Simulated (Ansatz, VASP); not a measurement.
One calculation of In6As, two programs

The input INCAR:

```
SYSTEM = In6As
PREC     = Accurate       ! precision mode
ENCUT    = 600            ! plane-wave cutoff, eV
EDIFF    = 1E-7           ! SCF threshold, eV
ISMEAR   = 0              ! smearing method
SIGMA    = 0.2            ! smearing width, eV
LREAL    = .False.        ! projectors in reciprocal space
LASPH    = .True.         ! aspherical terms in the spheres
NELM     = 100            ! most SCF steps
ALGO     = Normal         ! electronic algorithm
ISIF     = 3              ! what is computed and relaxed
LWAVE    = .False.        ! write WAVECAR
LCHARG   = .False.        ! write CHGCAR
GGA      = PE             ! functional
IBRION   = 2              ! ionic algorithm
NSW      = 36             ! ionic steps
EDIFFG   = -0.08          ! ionic threshold
```

KPOINTS

```
Automatic mesh
0
Gamma
  3 3 3
  0 0 0
```

File POSCAR:

```
In6As
1.0
    3.1148965000      1.7983863300      5.6650143900
   -3.1148965000      1.7983863300      5.6650143900
    0.0000000000     -3.5967726700      5.6650143900
In As
6 1
Direct
    0.3685987300      0.0818433000      0.7790041600
    0.0818433000      0.7790041600      0.3685987300
    0.2209958400      0.6314012700      0.9181567000
    0.9181567000      0.2209958400      0.6314012700
    0.6314012700      0.9181567000      0.2209958400
    0.7790041600      0.3685987300      0.0818433000
    0.0000000000      0.0000000000      0.0000000000
```

Input for Ansatz:

```yaml
crystal:
  lattice:
    - [3.1148965, 1.79838633, 5.66501439]
    - [-3.1148965, 1.79838633, 5.66501439]
    - [0.0, -3.59677267, 5.66501439]
  atoms:
    - { symbol: In, position: [0.36859873, 0.0818433, 0.77900416] }
    - { symbol: In, position: [0.0818433, 0.77900416, 0.36859873] }
    - { symbol: In, position: [0.22099584, 0.63140127, 0.9181567] }
    - { symbol: In, position: [0.9181567, 0.22099584, 0.63140127] }
    - { symbol: In, position: [0.63140127, 0.9181567, 0.22099584] }
    - { symbol: In, position: [0.77900416, 0.36859873, 0.0818433] }
    - { symbol: As, position: [0.0, 0.0, 0.0] }
basis:
  ecutwfc: 420
kpoints:
  mp_grid: { grid: [3, 3, 3] }
hamiltonian:
  xc: pbe
scf:
  occupations: { method: gaussian, width: 0.2 }
  lower_state_search: "off"
output:
  forces: true
  stress: true
  eigenvalues: true
relax:
  adjacent_minimum: "off"
  f_tol: 0.08
  max_steps: 16
  cell: { stress_tol: 0.8 }
```

Change from the starting cell: species swapped into the CrF6 type (R-3, No. 148).

Alike in both runs: task relaxation of cell and atoms; functional PBE; k mesh 3 × 3 × 3; occupations gaussian, width 0.2 eV; no spin polarisation.

|  | VASP | Ansatz |
| --- | --- | --- |
| version | VASP 6.6.1 | Ansatz 0.2.0 |
| potentials or method | VASP PAW PBE potentials, release 64 (In_d, As), cutoff 600 eV | scalar-relativistic, plane waves, PAW |
| valence electrons in the cell | 83 | 93 |

Ansatz gave:

- gap on the k mesh at the Fermi level, each at its own relaxed structure (eV): none
- relaxed volume (Å³/atom): 27.13
- relaxed cell length with the largest relative difference (Å): 6.902

Q: What did VASP give for the same quantities?

A: gap on the k mesh at the Fermi level, each at its own relaxed structure (eV): none; relaxed volume (Å³/atom): 27.39; relaxed cell length with the largest relative difference (Å): 6.817.

A gap of «none» marks a metal or a gap that the smearing closes. VASP's potentials hold 83 valence electrons a cell and Ansatz's 93, so a difference there can come from the potentials and not from the codes.

The k mesh is coarse, so the values compare programs but aren't converged.
